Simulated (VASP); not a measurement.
Wanted: the native input for a VASP 6.6.1 run.

```yaml
Task: single point
Functional: r2SCAN
Potentials_or_basis: VASP PAW PBE potentials, release 64 (Ge_d)
Cutoff: 520 eV
k_mesh: 12 × 12 × 6
Occupations: gaussian, width 0.1 eV
Spin: no spin polarisation
Dipole_correction: no
Further_INCAR_settings: ALGO = Normal; EDIFF = 1e-06; NBANDS = 36
```

Ge:

```xyz
4
Lattice="4.0361 0.0000 0.0000 -2.0181 3.4954 0.0000 0.0000 0.0000 8.0368" Properties=species:S:1:pos:R:3 pbc="T T T"
Ge    0.0000    0.0000    2.0092
Ge    0.0000    0.0000    6.0276
Ge    0.0000    2.3302    2.0092
Ge    2.0181    1.1651    6.0276
```

This isn't the form of Ge at room conditions, which is diamond.

These files were run (other wordings do the same):

POSCAR

```
Ge
1.0
    4.0361087192      0.0000000000      0.0000000000
   -2.0180543596      3.4953726833      0.0000000000
    0.0000000000      0.0000000000      8.0367653820
Ge
4
Direct
    0.0000000000      0.0000000000      0.2500000000
    0.0000000000      0.0000000000      0.7500000000
    0.3333333333      0.6666666667      0.2500000000
    0.6666666667      0.3333333333      0.7500000000
```

INCAR.step1

```
PREC = Accurate
ENCUT = 520
ISMEAR = 0
SIGMA = 0.1
LREAL = False
LASPH = True
NELM = 60
NBANDS = 36
GGA = PE
ALGO = Normal
EDIFF = 1E-4
LWAVE = True
LCHARG = False
```

INCAR.step2

```
PREC = Accurate
ENCUT = 520
EDIFF = 1E-6
ISMEAR = 0
SIGMA = 0.1
LREAL = False
LASPH = True
NELM = 60
ALGO = Normal
ISIF = 2
LWAVE = False
LCHARG = False
METAGGA = R2SCAN
LMIXTAU = True
NBANDS = 36
ISTART = 1
```

KPOINTS

```
Automatic mesh
0
Gamma
  12 12 6
```

Potentials or basis: VASP PAW PBE potentials, release 64 (Ge_d).

Run with:

```bash
$ cat potpaw_PBE.64/Ge_d/POTCAR > POTCAR
$ cp INCAR.step1 INCAR
$ mpirun -np 1 vasp_std > vasp.out
$ cp INCAR.step2 INCAR
$ mpirun -np 1 vasp_std > vasp.out
```

Results of the run:

```
Pressure               : 0.2 GPa
Band gap on the k mesh : zero (bands 28 and 29 overlap by 0.87 eV)
```

Caveat: the PAW data sets were made with another functional, which shifts forces and pressure a little.

It took 8.4 min on 1 thread of Intel(R) Xeon(R) 6975P-C (Granite Rapids), with other jobs on the host, peak memory 0.37 GiB.
